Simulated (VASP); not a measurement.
The system is Y3F.

```
CELL_PARAMETERS angstrom
5.56516 0.00000 0.00000
0.00000 5.56516 0.00000
0.00000 0.00000 3.54451
ATOMIC_POSITIONS crystal
Y 0.00000 0.50000 0.50000
Y 0.50000 0.00000 0.50000
Y 0.50000 0.50000 0.00000
F 0.00000 0.00000 0.00000
```

| Item | Value |
| --- | --- |
| Program | VASP 6.6.1 |
| Task | relaxation of cell and atoms |
| Functional | PBE |
| Potentials or basis | VASP PAW PBE potentials, release 64 (Y_sv, F) |
| Cutoff | 600 eV |
| k mesh | 4 × 4 × 6 |
| Occupations | gaussian, width 0.1 eV |
| Spin | no spin polarisation |

At the start: pressure -0.3 GPa; volume 27.44 Å³/atom.

Question: How do energy, volume and symmetry change on relaxing?

Answer: Over 3 steps the energy falls by 2.8 meV/atom and the volume is 27.07 Å³/atom (-1.3 %); space group P4/mmm (No. 123, to 0.1 Å) before and after.

The path:
```csv
step,energy change (eV),largest force (eV/Å),pressure (GPa),volume (Å³)
1,0.0000,0.0000,-0.32,109.78
2,-0.0095,0.0000,-0.03,108.90
3,-0.0114,0.0000,0.16,108.30
```

Final structure:
```cif
data_structure
_symmetry_space_group_name_H-M 'P 1'
_symmetry_Int_Tables_number 1
_cell_length_a 5.5858
_cell_length_b 5.5858
_cell_length_c 3.4709
_cell_angle_alpha 90.000
_cell_angle_beta 90.000
_cell_angle_gamma 90.000
_cell_volume 108.30
loop_
_atom_site_label
_atom_site_type_symbol
_atom_site_fract_x
_atom_site_fract_y
_atom_site_fract_z
_atom_site_occupancy
Y1 Y 0.00000 0.50000 0.50000 1
Y2 Y 0.50000 0.00000 0.50000 1
Y3 Y 0.50000 0.50000 0.00000 1
F1 F 0.00000 0.00000 0.00000 1
```
